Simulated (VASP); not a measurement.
Sc3Al2: relaxation of cell and atoms with PBE

The system is Sc3Al2.

```
Sc Al
1.0
     3.82944    0.00000    0.00000
     0.00000    3.82944    0.00000
     0.00000    0.00000    3.82944
Sc Al
3 2
Cartesian
  1.9147 0.0000 0.0000
  0.0000 1.9147 0.0000
  0.0000 0.0000 1.9147
  0.0000 0.0000 0.0000
  1.9147 1.9147 1.9147
```

The cell was generated, and may not be a known phase.

- Program: VASP 6.6.1
- Task: relaxation of cell and atoms
- Functional: PBE
- Potentials or basis: VASP PAW PBE potentials, release 64 (Sc_sv, Al)
- Cutoff: 600 eV
- k mesh: 4 × 4 × 4
- Occupations: gaussian, width 0.1 eV
- Spin: no spin polarisation
- Dipole correction: no
- Further INCAR settings: ALGO = Fast; EDIFF = 1e-06; IBRION = 2; EDIFFG = -0.04; NSW = 90; ISIF = 3

```json
{"Relaxed volume": "26.19 Å³/atom", "Relaxed cell": "a = 5.078 Å, b = 5.078 Å, c = 5.078 Å, α = 90.00°, β = 90.00°, γ = 90.00°", "Space group after relaxing (to 0.1 Å)": "Pm-3m (No. 221)", "Pressure after relaxing": "0.1 GPa", "Band gap on the k mesh": "zero (an odd number of electrons rules out a gap without spin polarisation)"}
```

Final structure:
```xyz
5
Lattice="5.0780 0.0000 0.0000 0.0000 5.0780 0.0000 0.0000 0.0000 5.0780" Properties=species:S:1:pos:R:3 pbc="T T T"
Sc    2.5390    0.0000    0.0000
Sc    5.0780    2.5390    0.0000
Sc    0.0000    5.0780    2.5390
Al    5.0780    0.0000    0.0000
Al    2.5390    2.5390    2.5390
```

Levels at points of the mesh, in eV from the Fermi level:
| k point | band 17 | band 18 | band 19 | band 20 | band 21 | band 22 | band 23 |
| --- | --- | --- | --- | --- | --- | --- | --- |
| (0.00, 0.00, 0.00) | -0.28 | -0.07 | -0.07 | -0.07 | -0.01 | -0.01 | 2.05 |
| (0.50, 0.00, 0.00) | -0.37 | -0.37 | -0.25 | -0.25 | 0.17 | 0.83 | 2.39 |
| (0.50, 0.50, 0.00) | -0.76 | -0.08 | -0.08 | 0.00 | 0.81 | 0.81 | 1.57 |
| (0.50, 0.50, 0.50) | -2.35 | -0.71 | -0.71 | -0.71 | 1.44 | 1.45 | 1.49 |

It took 11 min on 1 thread of Intel Xeon 8259CL, on a shared host, peak memory 0.19 GiB.

Caveat: the k points lie up to 0.31 Å⁻¹ apart in the final cell, too coarse for converged energies and pressures of a metal; the volume moved by over 15 % at a fixed basis, so the end points are rough.
